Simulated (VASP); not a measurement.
Crystal: OsPd.

```
CELL_PARAMETERS angstrom
3.04741 0.00000 0.00000
0.00000 3.04741 0.00000
0.00000 0.00000 3.04741
ATOMIC_POSITIONS crystal
Pd 0.50000 0.50000 0.50000
Os 0.00000 0.00000 0.00000
```

* Program: VASP 6.6.1
* Task: relaxation of cell and atoms
* Functional: r2SCAN
* Potentials or basis: VASP PAW PBE potentials, release 64 (Pd, Os)
* Cutoff: 600 eV
* k mesh: 6 × 6 × 6
* Occupations: gaussian, width 0.1 eV
* Spin: no spin polarisation

At the start: pressure 8.8 GPa; volume 14.15 Å³/atom.

Question: How do energy, volume and symmetry change on relaxing?

Answer: Over 3 steps the energy falls by 10.7 meV/atom and the volume is 14.57 Å³/atom (+2.9 %); space group Pm-3m (No. 221, to 0.1 Å) before and after.

Step by step:
| step | energy change (eV) | largest force (eV/Å) | pressure (GPa) | volume (Å³) |
| --- | --- | --- | --- | --- |
| 1 | 0.0000 | 0.0000 | 8.84 | 28.30 |
| 2 | 0.1459 | 0.0000 | -19.55 | 31.62 |
| 3 | -0.0215 | 0.0000 | -0.26 | 29.13 |

Final structure:
```cif
data_structure
_symmetry_space_group_name_H-M 'P 1'
_symmetry_Int_Tables_number 1
_cell_length_a 3.0770
_cell_length_b 3.0770
_cell_length_c 3.0770
_cell_angle_alpha 90.000
_cell_angle_beta 90.000
_cell_angle_gamma 90.000
_cell_volume 29.13
loop_
_atom_site_label
_atom_site_type_symbol
_atom_site_fract_x
_atom_site_fract_y
_atom_site_fract_z
_atom_site_occupancy
Pd1 Pd 0.50000 0.50000 0.50000 1
Os1 Os 0.00000 0.00000 0.00000 1
```

Caveat: the PAW data sets were made with another functional, which shifts forces and pressure a little.
